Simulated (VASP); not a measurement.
# Na3Ag5Cl8 (P1) in VASP: single point with PBEsol

Aim: the single point of Na3Ag5Cl8 with PBEsol.

Program: VASP 6.6.1. These are calculated values, not measurements. Logs are shortened: lines on timing, memory, paths and dates and some standing lists are left out, and cuts for length are marked.

**1. The cell of the first run**

The typed cell holds 64 atoms: a = 11.000 Å, b = 11.000 Å, c = 11.000 Å, α = 90.00°, β = 90.00°, γ = 90.00°.

**2. Single point, PBEsol**

The input, INCAR:

```
  ALGO = Normal
  EDIFF = 1E-6
  ENCUT = 500
  GGA = PS
  GGA_COMPAT = F
  ISIF = 2
  ISMEAR = -1
  ISYM = -1
  LASPH = T
  LCHARG = T
  LELF = T
  LREAL = Auto
  LVHAR = T
  LWAVE = F
  NBANDS = 302
  NELM = 120
  PREC = Accurate
  SIGMA = 0.05
```

The input, KPOINTS:

```
explicit points
1
Reciprocal
  0.25000000   0.25000000   0.25000000 1
```

The input, POSCAR:

```
Na3Ag5Cl8
1.0
   10.9999464677      0.0000000000      0.0000000000
    0.0000000000     10.9999464677      0.0000000000
    0.0000000000      0.0000000000     10.9999464677
Cl Ag Na
32 20 12
Direct
    0.2444040000      0.9964520000      0.0016840000
    0.2550110000      0.9941560000      0.5007370000
    0.2472640000      0.5066600000      0.0011490000
    0.2499860000      0.5012550000      0.5007180000
    0.7510500000      0.0005660000      0.0011030000
    0.7508880000      0.0021720000      0.5014560000
    0.7505540000      0.5009540000      0.9937680000
    0.7498250000      0.4984780000      0.5010130000
    0.9948560000      0.2510060000      0.9940840000
    0.0000310000      0.2491160000      0.5025650000
    0.9990710000      0.7510370000      0.9929170000
    0.0007480000      0.7492980000      0.5021910000
    0.5045020000      0.2527390000      0.9998650000
    0.5078540000      0.2458730000      0.5006350000
    0.5015510000      0.7453340000      0.9997970000
    0.4966650000      0.7527010000      0.5033990000
    0.0029860000      0.0001310000      0.2490850000
    0.0053040000      0.0009490000      0.7551010000
    0.0020870000      0.5002020000      0.2483900000
    0.0023430000      0.4992190000      0.7561340000
    0.4938670000      0.0000520000      0.2540810000
    0.4951350000      0.0006850000      0.7490880000
    0.4940770000      0.5002020000      0.2477220000
    0.4968090000      0.4994430000      0.7557170000
    0.2540490000      0.2498710000      0.2495690000
    0.2531300000      0.2503530000      0.7496860000
    0.2579820000      0.7493450000      0.2499750000
    0.2502980000      0.7493030000      0.7501620000
    0.7458890000      0.2509430000      0.2492480000
    0.7492710000      0.2564230000      0.7491480000
    0.7478670000      0.7506540000      0.2490190000
    0.7487620000      0.7475470000      0.7550980000
    0.9972020000      0.0006780000      0.0020910000
    0.9984880000      0.5014830000      0.0020430000
    0.5031640000      0.9991110000      0.5015600000
    0.4985930000      0.4992140000      0.0014630000
    0.2505530000      0.7514440000      0.9996660000
    0.2484280000      0.7474670000      0.5001770000
    0.7494950000      0.2511120000      0.9989820000
    0.7542050000      0.2505030000      0.4991360000
    0.7502150000      0.7503730000      0.0020840000
    0.2485400000      0.9994070000      0.2515720000
    0.2502120000      0.9994690000      0.7510620000
    0.2482300000      0.4997460000      0.2509460000
    0.2496800000      0.5002110000      0.7511890000
    0.7496560000      0.5021850000      0.7471810000
    0.0015270000      0.2504760000      0.7483310000
    0.9996490000      0.7497620000      0.7476900000
    0.4997910000      0.2502500000      0.2505100000
    0.5015200000      0.2503920000      0.7502120000
    0.5027190000      0.7501650000      0.2518750000
    0.4989020000      0.7497960000      0.7517700000
    0.0047390000      0.9989640000      0.5038760000
    0.0008950000      0.4993260000      0.5054190000
    0.4964590000      0.9976700000      0.0014350000
    0.4989140000      0.4994440000      0.5031040000
    0.2498610000      0.2529740000      0.9984850000
    0.2559500000      0.2469020000      0.5005530000
    0.7472500000      0.7502180000      0.5035330000
    0.7462770000      0.0016230000      0.2506910000
    0.7501150000      0.0034400000      0.7522130000
    0.7459650000      0.4999840000      0.2442910000
    0.9999760000      0.2503140000      0.2466390000
    0.0061230000      0.7500860000      0.2443880000
```

Potentials or basis: VASP PAW PBE potentials, release 64 (Cl, Ag, Na_pv).

On the command line:

```
> cat potpaw_PBE.64/Cl/POTCAR potpaw_PBE.64/Ag/POTCAR potpaw_PBE.64/Na_pv/POTCAR > POTCAR
> mpirun -np 1 vasp_std > vasp.out
```

OUTCAR:

```text
EDIFF = 1E-6
   ENCUT = 500
   GGA = PS
   ISIF = 2
   ISMEAR = -1
   ISYM = -1
   LASPH = T
   LREAL = Auto
   NELM = 120
   PREC = Accurate

 ion  position               nearest neighbor table
   1  0.244  0.996  0.002-  37 2.70  33 2.72  42 2.75  43 2.76
   2  0.255  0.994  0.501-  38 2.71  35 2.73  42 2.74  43 2.75
   3  0.247  0.507  0.001-  37 2.69  34 2.74  44 2.75  45 2.75  36 2.77
   4  0.250  0.501  0.501-  38 2.71  44 2.75  45 2.76
   5  0.751  0.001  0.001-  33 2.71  41 2.75  39 2.76
   6  0.751  0.002  0.501-  35 2.73  40 2.73
   7  0.751  0.501  0.994-  46 2.71  34 2.73  41 2.75  39 2.75  36 2.77
   8  0.750  0.498  0.501-  46 2.71  40 2.73
   9  0.995  0.251  0.994-  39 2.70  47 2.70  33 2.76  34 2.76
  10  0.000  0.249  0.503-  47 2.70  40 2.70
  11  0.999  0.751  0.993-  48 2.70  41 2.74  34 2.75  33 2.75  37 2.77
  12  0.001  0.749  0.502-  48 2.70  38 2.72
  13  0.505  0.253  1.000-  39 2.69  36 2.71  50 2.75  49 2.76
  14  0.508  0.246  0.501-  40 2.71  35 2.71  50 2.75  49 2.75
  15  0.502  0.745  1.000-  36 2.71  52 2.73  41 2.74  37 2.76  51 2.77
  16  0.497  0.753  0.503-  35 2.71  38 2.73  52 2.73  51 2.77
  17  0.003  0.000  0.249-  42 2.70  33 2.72
  18  0.005  0.001  0.755-  43 2.69  33 2.72  47 2.75  48 2.76
  19  0.002  0.500  0.248-  44 2.71  34 2.71
  20  0.002  0.499  0.756-  34 2.71  45 2.72  47 2.74  48 2.76  46 2.78
  21  0.494  0.000  0.254-  42 2.70  35 2.72  51 2.75  49 2.75
  22  0.495  0.001  0.749-  43 2.69  35 2.72  50 2.75  52 2.76
  23  0.494  0.500  0.248-  44 2.70  36 2.71  49 2.75  51 2.75
  24  0.497  0.499  0.756-  36 2.70  45 2.72  50 2.74  52 2.75  46 2.78
  25  0.254  0.250  0.250-  49 2.70  44 2.75  42 2.76
  26  0.253  0.250  0.750-  50 2.73  45 2.75  43 2.76  47 2.77
  27  0.258  0.749  0.250-  51 2.69  44 2.75  42 2.75  38 2.75  37 2.75
  28  0.250  0.749  0.750-  52 2.73  45 2.74  37 2.74  38 2.75  43 2.75  48 2.76
  29  0.746  0.251  0.249-  49 2.71  40 2.75  39 2.75
  30  0.749  0.256  0.749-  46 2.70  50 2.73  39 2.75  40 2.75  47 2.78
  31  0.748  0.751  0.249-  51 2.70  41 2.72
  32  0.749  0.748  0.755-  46 2.70  41 2.72  52 2.75  48 2.76
  33  0.997  0.001  0.002-   5 2.71  17 2.72  18 2.72   1 2.72  11 2.75   9 2.76
  34  0.998  0.501  0.002-  20 2.71  19 2.71   7 2.73   3 2.74  11 2.75   9 2.76
  35  0.503  0.999  0.502-  16 2.71  14 2.71  21 2.72  22 2.72   6 2.73   2 2.73
  36  0.499  0.499  0.001-  24 2.70  15 2.71  23 2.71  13 2.71   3 2.77   7 2.77
  37  0.251  0.751  1.000-   3 2.69   1 2.70  28 2.74  27 2.75  15 2.76  11 2.77
  38  0.248  0.747  0.500-   4 2.71   2 2.71  12 2.72  16 2.73  28 2.75  27 2.75
[... 12 lines left out ...]
  51  0.503  0.750  0.252-  27 2.69  31 2.70  21 2.75  23 2.75  16 2.77  15 2.77
  52  0.499  0.750  0.752-  15 2.73  16 2.73  28 2.73  32 2.75  24 2.75  22 2.76
  53  0.005  0.999  0.504-
  54  0.001  0.499  0.505-
  55  0.496  0.998  0.001-
  56  0.499  0.499  0.503-
  57  0.250  0.253  0.998-
  58  0.256  0.247  0.501-
  59  0.747  0.750  0.504-
  60  0.746  0.002  0.251-
  61  0.750  0.003  0.752-
  62  0.746  0.500  0.244-
  63  1.000  0.250  0.247-
  64  0.006  0.750  0.244-

IMPORTANT INFORMATION: All symmetrisations will be switched off!
NOSYMM: (Re-)initialisation of all symmetry stuff for point group C_1.

----------------------------------------------------------------------------------------

                                     Primitive cell

  volume of cell :    1330.9806

  direct lattice vectors                    reciprocal lattice vectors
    10.999946468  0.000000000  0.000000000     0.090909533  0.000000000  0.000000000
     0.000000000 10.999946468  0.000000000     0.000000000  0.090909533  0.000000000
     0.000000000  0.000000000 10.999946468     0.000000000  0.000000000  0.090909533

  length of vectors
    10.999946468 10.999946468 10.999946468     0.090909533  0.090909533  0.090909533

  position of ions in fractional coordinates (direct lattice)
     0.244404000  0.996452000  0.001684000
     0.255011000  0.994156000  0.500737000
     0.247264000  0.506660000  0.001149000
     0.249986000  0.501255000  0.500718000
     0.751050000  0.000566000  0.001103000
     0.750888000  0.002172000  0.501456000
[... 56 lines left out ...]
     0.999976000  0.250314000  0.246639000
     0.006123000  0.750086000  0.244388000

  ion indices of the primitive-cell ions
   primitive index   ion index
                 1           1
                 2           2
                 3           3
                 4           4
                 5           5
                 6           6
[... 56 lines left out ...]
                63          63
                64          64

----------------------------------------------------------------------------------------

 KPOINTS: explicit points

Read explicit list of k-points.

 Found      1 k-points:

 Following reciprocal coordinates:
            Coordinates               Weight
  0.250000  0.250000  0.250000      1.000000
   k-points           NKPTS =      1   k-points in BZ     NKDIM =      1   number of bands    NBANDS=    302
   number of dos      NEDOS =    301   number of ions     NIONS =     64
   total plane-waves  NPLWV = 512000
   dimension x,y,z NGX =    80 NGY =   80 NGZ =   80
   dimension x,y,z NGXF=   160 NGYF=  160 NGZF=  160
   ions per type =              32  20  12
   NGX,Y,Z   is equivalent  to a cutoff of  12.09, 12.09, 12.09 a.u.
   NGXF,Y,Z  is equivalent  to a cutoff of  24.18, 24.18, 24.18 a.u.
 SYSTEM =  unknown system
   PREC   = accura    normal or accurate (medium, high low for compatibility)
   ISTART =      0    job   : 0-new  1-cont  2-samecut
   ICHARG =      2    charge: 1-file 2-atom 10-const
   ISPIN  =      1    spin polarized calculation?
   LNONCOLLINEAR =      F non collinear calculations
   LSORBIT =      F    spin-orbit coupling
   LASPH  =      T    aspherical Exc in radial PAW
   ENCUT  =  500.0 eV  36.75 Ry    6.06 a.u.  20.06 20.06 20.06*2*pi/ulx,y,z
   NELM   =    120;   NELMIN=  2; NELMDL= -5     # of ELM steps
   EDIFF  = 0.1E-05   stopping-criterion for ELM
   LREAL  =      T    real-space projection
   EDIFFG = 0.1E-04   stopping-criterion for IOM
   NSW    =      0    number of steps for IOM
   IBRION =     -1    ionic relax: 0-MD 1-quasi-New 2-CG
   NFREE  =      0    steps in history (QN), initial steepest desc. (CG)
   ISIF   =      2    stress and relaxation
   ISYM   =     -1    0-nonsym 1-usesym 2-fastsym
   POTIM  = 0.5000    time-step for ionic-motion
   TEBEG  =    0.0;   TEEND  =   0.0 temperature during run
   PSTRESS=    0.0 pullay stress
   NELECT =     528.0000    total number of electrons
   NUPDOWN=      -1.0000    fix difference up-down
   EMIN   =  10.00;   EMAX   =-10.00  energy-range for DOS
   EFERMI =   0.00;   METHOD = LEGACY
   ISMEAR =    -1;   SIGMA  =   0.05  broadening in eV -4-tet -1-fermi 0-gaus
   EFERMI_NEDOS =   21; number of points for ismear=-14 and -15
   IALGO  =     38    algorithm
   IMIX   =      4    mixing-type and parameters
     AMIX     =   0.40;   BMIX     =  1.00
     AMIX_MAG =   1.60;   BMIX_MAG =  1.00
  volume/ion in A,a.u.               =      20.80       140.34
  Fermi-wavevector in a.u.,A,eV,Ry     =   1.202898  2.273148 19.687144  1.446964
  Thomas-Fermi vector in A             =   2.338667
   LORBIT       =      0    0 simple, 1 ext, 2 COOP (PROOUT), +10 PAW based schemes
   GGA     = PS    functional components
   LHFCALC =     F    Hartree Fock is set to
   AEXX    =    0.0000 exact exchange contribution
   IVDW    =     0    specifies the selected vdW correction
   LEPSILON=     F    determine dielectric tensor
   LRPA    =     F    only Hartree local field effects (RPA)
 non-spin polarized calculation
  energy-cutoff  :      500.00
  volume of cell :     1330.98
 maximum number of plane-waves:     33806
 NGX is ok and might be reduce to    80
   NGX = 41   NGY = 41   NGZ = 41

 number of electron     528.0000121 magnetization

 Free energy of the ion-electron system (eV)
  ---------------------------------------------------
  ext. energy  EPLUGINS =         0.00000000
  ---------------------------------------------------
  free energy    TOTEN  =      -205.04251607 eV

  energy without entropy =     -205.04251607  energy(sigma->0) =     -205.04251607

 E-fermi :   4.0916     XC(G=0):  -9.7079

 val. band max:        2.9058702540   @ k =   0.2500   0.2500   0.2500
 cond. band min:       5.2321881119   @ k =   0.2500   0.2500   0.2500
 fundamental gap:      2.3263178579
 Fermi energy:         4.0916466961

 k-point     1 :       0.2500    0.2500    0.2500
  band No.  band energies     occupation
      1     -19.5538      2.00000
      2     -19.5525      2.00000
      3     -19.5496      2.00000
      4     -19.5432      2.00000
      5     -19.5420      2.00000
      6     -19.5394      2.00000
[... 268 lines left out ...]
    275       7.2094      0.00000
    276       7.2232      0.00000
 [bands above 276 left out]

------------------------ aborting loop because EDIFF is reached ----------------------------------------

  FORCE on cell =-STRESS in cart. coord.  units (eV):
  Direction    XX          YY          ZZ          XY          YZ          ZX
  --------------------------------------------------------------------------------------
  -------------------------------------------------------------------------------------
  Total       -0.6053936     -0.3232915     -0.4483797     -0.1459597     -0.1808504     -0.4498567
  in kB       -0.7287469     -0.3891644     -0.5397403     -0.1757000     -0.2176999     -0.5415182
  external PRESSURE =      -0.5525506 kB  Pullay stress =       0.0000000 kB

 VOLUME and BASIS-vectors are now :
 -----------------------------------------------------------------------------
  energy-cutoff  :      500.00
  volume of cell :     1330.98
      direct lattice vectors                 reciprocal lattice vectors
    10.999946468  0.000000000  0.000000000     0.090909533  0.000000000  0.000000000
     0.000000000 10.999946468  0.000000000     0.000000000  0.090909533  0.000000000
     0.000000000  0.000000000 10.999946468     0.000000000  0.000000000  0.090909533

 POSITION                                       TOTAL-FORCE (eV/Angst)
 -----------------------------------------------------------------------------------
      2.68843     10.96092      0.01852        -0.008191     -0.012068      0.004468
      2.80511     10.93566      5.50808         0.008643     -0.008275     -0.005604
      2.71989      5.57323      0.01264        -0.006091      0.008728      0.005415
      2.74983      5.51378      5.50787        -0.002236      0.010214     -0.000810
      8.26151      0.00623      0.01213         0.007462     -0.000703      0.003876
      8.25973      0.02389      5.51599        -0.004997      0.009383      0.009506
[... 56 lines left out ...]
     10.99968      2.75344      2.71302        -0.000669     -0.002869     -0.000937
      0.06735      8.25091      2.68825        -0.003983      0.000604      0.004806
 -----------------------------------------------------------------------------------
    total drift:                                0.015760     -0.014529     -0.018814

  FREE ENERGIE OF THE ION-ELECTRON SYSTEM (eV)
  ---------------------------------------------------
  free  energy   TOTEN  =      -205.0425160748 eV

  energy  without entropy=     -205.0425160742  energy(sigma->0) =     -205.04251607
```

Wall time 13 min (1 thread of AMD EPYC 7R43 (Zen 3), shared host); peak memory 1.1 GiB.

What came out:

* Free energy: -205.0425 eV
* Pressure: -0.1 GPa
* Largest force: 0.023 eV/Å
* Band gap on the k mesh: 2.33 eV

Forces on the atoms (eV/Å):
```
Cl  -0.008 -0.012  0.004
Cl   0.009 -0.008 -0.006
Cl  -0.006  0.009  0.005
Cl  -0.002  0.010 -0.001
Cl   0.007 -0.001  0.004
Cl  -0.005  0.009  0.010
Cl   0.004  0.001 -0.006
Cl  -0.003 -0.007  0.010
Cl  -0.011 -0.009 -0.007
Cl  -0.005 -0.006  0.014
Cl  -0.007  0.005 -0.014
Cl   0.007  0.001  0.020
Cl   0.004  0.006  0.003
Cl   0.007 -0.005  0.000
Cl   0.005 -0.002  0.007
Cl  -0.009  0.005 -0.001
Cl   0.013  0.004 -0.010
Cl   0.008 -0.001  0.006
Cl   0.013 -0.002 -0.019
Cl   0.007  0.001  0.012
Cl  -0.012  0.003  0.004
Cl  -0.009  0.005 -0.010
Cl  -0.009 -0.002 -0.010
Cl  -0.003  0.001  0.009
Cl   0.005  0.003 -0.005
Cl  -0.001  0.001  0.001
Cl   0.008 -0.001 -0.005
Cl   0.003 -0.004  0.003
Cl  -0.008  0.006  0.000
Cl   0.003  0.009 -0.002
Cl  -0.016  0.000 -0.013
Cl  -0.004 -0.005  0.007
Ag  -0.002  0.004 -0.001
Ag  -0.002 -0.002  0.002
Ag   0.006 -0.003 -0.001
Ag   0.005 -0.001  0.000
Ag   0.004  0.000 -0.005
Ag   0.006  0.004 -0.001
Ag   0.001 -0.004  0.002
Ag   0.004 -0.003 -0.004
Ag   0.005  0.005 -0.001
Ag  -0.005  0.002  0.002
Ag  -0.001  0.001 -0.005
Ag  -0.006 -0.003  0.004
Ag  -0.003 -0.002 -0.005
Ag  -0.003 -0.001  0.001
Ag   0.000  0.001 -0.001
Ag   0.003 -0.001 -0.003
Ag   0.002 -0.003  0.001
Ag  -0.006  0.000 -0.002
Ag   0.004 -0.001 -0.002
Ag   0.004 -0.002 -0.001
Na  -0.005  0.000  0.000
Na  -0.004  0.002 -0.002
Na   0.006 -0.001  0.001
Na   0.004  0.001  0.000
Na  -0.001  0.001 -0.004
Na  -0.001 -0.005  0.004
Na  -0.001  0.003  0.002
Na   0.003  0.000  0.001
Na   0.000 -0.002  0.000
Na   0.003 -0.001  0.004
Na  -0.001 -0.003 -0.001
Na  -0.004  0.001  0.005
```

Levels at points of the mesh, in eV from the valence-band top:
```tsv
k point	band 262	band 263	band 264	band 265	band 266	band 267
(0.25, 0.25, 0.25)	-0.06	-0.01	0.00	2.33	3.28	3.43
```

Caveat: the PAW data sets were made with another functional, which shifts forces and pressure a little; a shifted mesh leaves out Γ, where band edges can lie.
